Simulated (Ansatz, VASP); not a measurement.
## One calculation of Lu, two programs

The input INCAR:

```
ALGO     = Normal         # electronic algorithm
EDIFF    = 1E-6           # SCF threshold, eV
ENCUT    = 520            # plane-wave cutoff, eV
GGA      = PE             # functional
ISIF     = 2              # what is computed and relaxed
ISMEAR   = 1              # smearing method
LASPH    = T              # aspherical terms in the spheres
LCHARG   = T              # write CHGCAR
LELF     = T              # ELF
LREAL    = F              # projectors in reciprocal space
LVHAR    = T            
LWAVE    = F              # write WAVECAR
NBANDS   = 32             # bands
NELM     = 100            # most SCF steps
PREC     = Accurate       # precision mode
SIGMA    = 0.2            # smearing width, eV
```

Contents of KPOINTS:

```
k-points
0
Gamma
  10 10 6
```

The input POSCAR:

```
Lu
1.0
    3.5070808964      0.0000000000      0.0000000000
   -1.7535404482      3.0372211494      0.0000000000
    0.0000000000      0.0000000000      5.4772888711
Lu
2
Direct
    0.3333333333      0.6666666667      0.2500000000
    0.6666666667      0.3333333333      0.7500000000
```

Input for Ansatz:

```yaml
crystal:
  lattice:
    - [3.5070808964, 0.0, 0.0]
    - [-1.7535404482, 3.0372211494, 0.0]
    - [0.0, 0.0, 5.4772888711]
  atoms:
    - { symbol: Lu, position: [0.3333333333, 0.6666666667, 0.25] }
    - { symbol: Lu, position: [0.6666666667, 0.3333333333, 0.75] }
hamiltonian:
  xc: pbe
  pseudopotentials:
    kind: paw
    azcp:
      Lu: "pseudopotentials/Lu.paw.azcp"
basis:
  ecutwfc: 420
  fft_grid_basis: typed
kpoints:
  mp_grid: { grid: [10, 10, 6], shift: [0, 0, 0] }
magnetization:
  spin_polarized: false
scf:
  occupations: { method: methfessel_paxton, width: 0.2 }
  lower_state_search: "off"
output:
  stress: true
  write_density: true
  write_potential: true
  elf: true
  volumetric_format: npy
```

Alike in both runs: task single point; functional PBE; k mesh 10 × 10 × 6; occupations methfessel-paxton of order 1, width 0.2 eV; no spin polarisation.

|  | VASP | Ansatz |
| --- | --- | --- |
| version | VASP 6.6.1 | Ansatz 0.2.0 |
| potentials or method | VASP PAW PBE potentials, release 64 (Lu), cutoff 520 eV | plane waves (420 eV) with PAW, scalar-relativistic |
| valence electrons in the cell | 50 | 50 |

|  | VASP | Ansatz | Ansatz less VASP |
| --- | --- | --- | --- |
| pressure (GPa) | 0.1 | -0.2 | -0.36 |
| traceless stress, the component that is largest in VASP (GPa) | -0.27 | -0.27 | -0.001 |

Spin-orbit coupling is off throughout.
